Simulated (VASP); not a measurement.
# PrAlF (P4/mmm) in VASP: a series of runs, part 2 of 2

VASP 6.6.1. The steps go on from the part before.

## Step 4: Relaxation of cell and atoms, PBE

Contents of INCAR:

```
SYSTEM = PrAlF
ALGO     = Normal         ! electronic algorithm
EDIFF    = 1E-7           ! SCF threshold, eV
EDIFFG   = -0.04          ! ionic threshold
ENCUT    = 600            ! plane-wave cutoff, eV
GGA      = PE             ! functional
GGA_COMPAT= .False.      
IBRION   = 2              ! ionic algorithm
ISIF     = 3              ! what is computed and relaxed
ISMEAR   = 0              ! smearing method
LASPH    = .True.         ! aspherical terms in the spheres
LCHARG   = .False.        ! write CHGCAR
LMAXMIX  = 6              ! l up to which the mixer works
LREAL    = .False.        ! projectors in reciprocal space
LWAVE    = .False.        ! write WAVECAR
NELM     = 200            ! most SCF steps
NELMIN   = 4            
NSW      = 90             ! ionic steps
PREC     = Accurate       ! precision mode
SIGMA    = 0.1            ! smearing width, eV
```

Contents of KPOINTS:

```
k-points
0
Gamma
  6 6 4
  0 0 0
```

Contents of POSCAR:

```
PrAlF
1.0
    3.3066519800      0.0000000000      0.0000000000
    0.0000000000      3.3066519800      0.0000000000
    0.0000000000      0.0000000000      4.6448524900
Pr Al F
1 1 1
Direct
    0.5000000000      0.5000000000      0.0000000000
    0.5000000000      0.5000000000      0.5000000000
    0.0000000000      0.0000000000      0.0000000000
```

Run with:

```sh
cat potpaw_PBE.64/Pr_3/POTCAR potpaw_PBE.64/Al/POTCAR potpaw_PBE.64/F/POTCAR > POTCAR
mpirun -np 1 vasp_std > vasp.out
```

It took 2.4 min on 1 thread of Intel Xeon Platinum 8375C at 2.90GHz (Ice Lake), shared host; peak memory 0.2 GiB.

The run converged. Its results:

- Free energy: -13.8656 eV
- Relaxed volume: 24.25 Å³/atom
- Relaxed cell: a = 3.465 Å, b = 3.465 Å, c = 6.059 Å, α = 90.00°, β = 90.00°, γ = 90.00°
- Space group after relaxing (to 0.1 Å): P4/mmm (No. 123)
- Energy gained by relaxing: 1202.9 meV/atom
- Ionic steps: 8
- Pressure after relaxing: 0.0 GPa
- Band gap on the k mesh: zero (an odd number of electrons rules out a gap without spin polarisation)

The path:
```
step  energy change (eV)  largest force (eV/Å)  pressure (GPa)  volume (Å³)
   1              0.0000                0.0000           40.09        50.79
   2             -3.0282                0.0000           -8.40        85.66
   3             -3.6033                0.0000            1.13        71.37
   4             -3.6082                0.0000            0.15        72.53
   5             -3.6076                0.0000            0.54        72.06
   6             -3.6082                0.0000            0.20        72.45
   7             -3.6082                0.0000            0.26        72.39
   8             -3.6087                0.0000           -0.04        72.74
```

Final structure:
```
CELL_PARAMETERS angstrom
3.46483 0.00000 0.00000
0.00000 3.46483 0.00000
0.00000 0.00000 6.05949
ATOMIC_POSITIONS crystal
Pr 0.50000 0.50000 0.00000
Al 0.50000 0.50000 0.50000
F 0.00000 0.00000 0.00000
```

Levels at points of the mesh, in eV from the Fermi level:
```
           k point  band 9  band 10  band 11  band 12  band 13  band 14
(0.00, 0.00, 0.00)   -6.13    -1.41     0.12     1.50     2.99     3.04
(0.50, 0.00, 0.00)   -4.31    -1.43     0.40     1.56     1.79     3.97
(0.50, 0.50, 0.00)   -2.54    -0.07    -0.07     0.25     0.25     2.19
(0.00, 0.00, 0.50)   -5.25    -2.41    -1.39     1.55     2.57     2.57
(0.50, 0.00, 0.50)   -3.46    -1.73    -1.11     1.82     2.61     3.28
(0.50, 0.50, 0.50)   -1.30    -1.19    -1.19    -0.05     2.91     2.91
```

Caveat: the volume moved by over 15 % at a fixed basis, so the end points are rough; spin-orbit coupling is left out, which moves the levels of the heavy elements; the 4f electrons are frozen in the core, so they carry no moment and show no levels; an odd number of electrons without spin polarisation forces a metal; a magnetic or distorted state may lie lower; the run has no spin polarisation, though such a crystal can be magnetic.

## Step 5: Single point, PBE

This run uses another cell than the first one, of 25.08 Å³/atom.

Contents of INCAR:

```
PREC = Accurate ; ENCUT = 600
EDIFF = 1E-6 ; ISMEAR = 0
SIGMA = 0.1 ; LREAL = False
LASPH = True ; NELM = 200
ALGO = Normal ; ISIF = 2
LWAVE = False ; LCHARG = False
GGA = PE ; NBANDS = 18
GGA_COMPAT = False ; LMAXMIX = 6
```

Contents of KPOINTS:

```
regular mesh
0
Gamma
  14 14 8
```

Contents of POSCAR:

```
PrAlF
1.0
    3.4632070810      0.0000000000      0.0000000000
    0.0000000000      3.4632070810      0.0000000000
    0.0000000000      0.0000000000      6.2726086812
Pr Al F
1 1 1
Direct
    0.5000000000      0.5000000000      0.0000000000
    0.5000000000      0.5000000000      0.5000000000
    0.0000000000      0.0000000000      0.0000000000
```

Run with:

```sh
cat potpaw_PBE.64/Pr_3/POTCAR potpaw_PBE.64/Al/POTCAR potpaw_PBE.64/F/POTCAR > POTCAR
mpirun -np 1 vasp_std > vasp.out
```

Run time: 2.4 min. Hardware: 1 thread of Intel Xeon Platinum 8375C at 2.90GHz (Ice Lake), shared host; peak memory 0.43 GiB.

It converged, with:

```
Free energy            : -14.0265 eV
Pressure               : 0.0 GPa
Band gap on the k mesh : zero (an odd number of electrons rules out a gap without spin polarisation)
```

Levels at points of the mesh, in eV from the Fermi level:
```
           k point  band 8  band 9  band 10  band 11  band 12  band 13  band 14  band 15
(0.00, 0.00, 0.00)   -7.30   -6.04    -1.58    -0.15     1.40     2.52     2.94     2.94
(0.50, 0.00, 0.00)   -7.60   -4.18    -1.42     0.33     1.36     1.63     3.51     3.57
(0.50, 0.50, 0.00)   -7.16   -2.35    -0.12    -0.12     0.29     0.29     2.13     3.14
(0.00, 0.00, 0.50)   -7.37   -5.33    -2.42    -1.57     1.43     2.63     2.63     4.10
(0.50, 0.00, 0.50)   -7.63   -3.49    -1.69    -1.04     1.67     2.26     2.92     3.31
(0.50, 0.50, 0.50)   -7.16   -1.33    -1.08    -1.08     0.09     2.47     2.54     2.54
```

Caveat: spin-orbit coupling is left out, which moves the levels of the heavy elements; the 4f electrons are frozen in the core, so they carry no moment and show no levels; an odd number of electrons without spin polarisation forces a metal; a magnetic or distorted state may lie lower; the run has no spin polarisation, though such a crystal can be magnetic.

## Step 6: Relaxation of cell and atoms, PBE

This run uses another cell than the first one, of 24.94 Å³/atom.

Contents of INCAR:

```
SYSTEM = PrAlF
PREC = Accurate
ENCUT = 600
EDIFF = 1E-7
ISMEAR = 0
SIGMA = 0.1
LREAL = .FALSE.
LASPH = .TRUE.
NELM = 200
ALGO = Normal
ISIF = 3
LWAVE = .FALSE.
LCHARG = .FALSE.
GGA = PE
IBRION = 2
NSW = 100
EDIFFG = -0.01
GGA_COMPAT = .FALSE.
NELMIN = 4
LMAXMIX = 6
```

Contents of KPOINTS:

```
Automatic mesh
0
G
  14 14 8
  0 0 0
```

Contents of POSCAR:

```
PrAlF
1.0
    3.4715508374      0.0000000000      0.0000000000
    0.0000000000      3.4715508374      0.0000000000
    0.0000000000      0.0000000000      6.2075057773
Pr Al F
1 1 1
Direct
    0.5000000000      0.5000000000      0.0000000000
    0.5000000000      0.5000000000      0.5000000000
    0.0000000000      0.0000000000      0.0000000000
```

Potentials or basis: VASP PAW PBE potentials, release 64 (Pr_3, Al, F), 4f in core.

Run with:

```sh
cat potpaw_PBE.64/Pr_3/POTCAR potpaw_PBE.64/Al/POTCAR potpaw_PBE.64/F/POTCAR > POTCAR
mpirun -np 1 vasp_std > vasp.out
```

Wall time 8.5 min (1 thread of Intel Xeon Platinum 8375C at 2.90GHz (Ice Lake), shared host); peak memory 0.42 GiB.

Results (log left out):

```yaml
Free_energy: -14.0263 eV
Relaxed_volume: 25.07 Å³/atom
Relaxed_cell: a = 3.463 Å, b = 3.463 Å, c = 6.271 Å, α = 90.00°, β = 90.00°, γ = 90.00°
Space_group_after_relaxing_to_0.1_Å: P4/mmm (No. 123)
Energy_gained_by_relaxing: 1.0 meV/atom
Ionic_steps: 4
Pressure_after_relaxing: 0.0 GPa
Band_gap_on_the_k_mesh: zero (an odd number of electrons rules out a gap without spin polarisation)
```

Step by step:
| step | energy change (eV) | largest force (eV/Å) | pressure (GPa) | volume (Å³) |
| --- | --- | --- | --- | --- |
| 1 | 0.0000 | 0.0000 | 0.07 | 74.81 |
| 2 | -0.0027 | 0.0000 | 0.13 | 74.93 |
| 3 | -0.0028 | 0.0000 | 0.14 | 74.95 |
| 4 | -0.0029 | 0.0000 | -0.03 | 75.20 |

Final structure:
```
Pr Al F
1.0
     3.46274    0.00000    0.00000
     0.00000    3.46274    0.00000
     0.00000    0.00000    6.27130
Pr Al F
1 1 1
Direct
  0.50000 0.50000 0.00000
  0.50000 0.50000 0.50000
  0.00000 0.00000 0.00000
```

Levels at points of the mesh, in eV from the Fermi level:
| k point | band 7 | band 8 | band 9 | band 10 | band 11 | band 12 | band 13 | band 14 |
| --- | --- | --- | --- | --- | --- | --- | --- | --- |
| (0.00, 0.00, 0.00) | -7.45 | -7.30 | -6.05 | -1.58 | -0.15 | 1.40 | 2.52 | 2.94 |
| (0.50, 0.00, 0.00) | -8.69 | -7.60 | -4.18 | -1.42 | 0.33 | 1.36 | 1.63 | 3.51 |
| (0.50, 0.50, 0.00) | -7.16 | -7.16 | -2.35 | -0.12 | -0.12 | 0.29 | 0.29 | 2.13 |
| (0.00, 0.00, 0.50) | -7.45 | -7.37 | -5.33 | -2.42 | -1.57 | 1.43 | 2.63 | 2.63 |
| (0.50, 0.00, 0.50) | -8.69 | -7.63 | -3.49 | -1.69 | -1.04 | 1.67 | 2.26 | 2.93 |
| (0.50, 0.50, 0.50) | -7.16 | -7.16 | -1.32 | -1.08 | -1.08 | 0.09 | 2.47 | 2.54 |

Caveat: spin-orbit coupling is left out, which moves the levels of the heavy elements; the 4f electrons are frozen in the core, so they carry no moment and show no levels; an odd number of electrons without spin polarisation forces a metal; a magnetic or distorted state may lie lower; the run has no spin polarisation, though such a crystal can be magnetic. Spin polarisation is off, so any magnetic state and its effect on volume and gap are missing.

## Step 7: Overview

```tsv
task	cell	k mesh	gap on the mesh (eV)	pressure (GPa)	relaxed volume (Å³/atom)
single point	a = 3.307, b = 3.307, c = 4.645 Å, 3 atoms	6 × 6 × 4	none	40.1	-
single point	a = 3.472, b = 3.472, c = 6.208 Å, 3 atoms	6 × 6 × 4	none	-0.1	-
relaxation of cell and atoms	relaxed from a = 3.307, b = 3.307, c = 4.645 Å, 3 atoms	6 × 6 × 4	none	0.0	24.25
single point	a = 3.463, b = 3.463, c = 6.273 Å, 3 atoms	14 × 14 × 8	none	0.0	-
relaxation of cell and atoms	relaxed from a = 3.472, b = 3.472, c = 6.208 Å, 3 atoms	14 × 14 × 8	none	0.0	25.07
```

Alike in all rows: level PBE; potentials or basis VASP PAW PBE potentials, release 64 (Pr_3, Al, F), 4f in core; no spin polarisation; cutoff (eV) 600; smearing gaussian 0.1 eV.

Caveats: spin-orbit coupling is left out, which moves the levels of the heavy elements; the 4f electrons are frozen in the core, so they carry no moment and show no levels; an odd number of electrons without spin polarisation forces a metal; a magnetic or distorted state may lie lower; the run has no spin polarisation, though such a crystal can be magnetic; the stress differs along the axes, from 14 to 93 GPa (at least some runs); the volume moved by over 15 % at a fixed basis, so the end points are rough (at least some runs).

Total energies depend on the potentials used, so only differences within one code and one set of settings carry meaning.
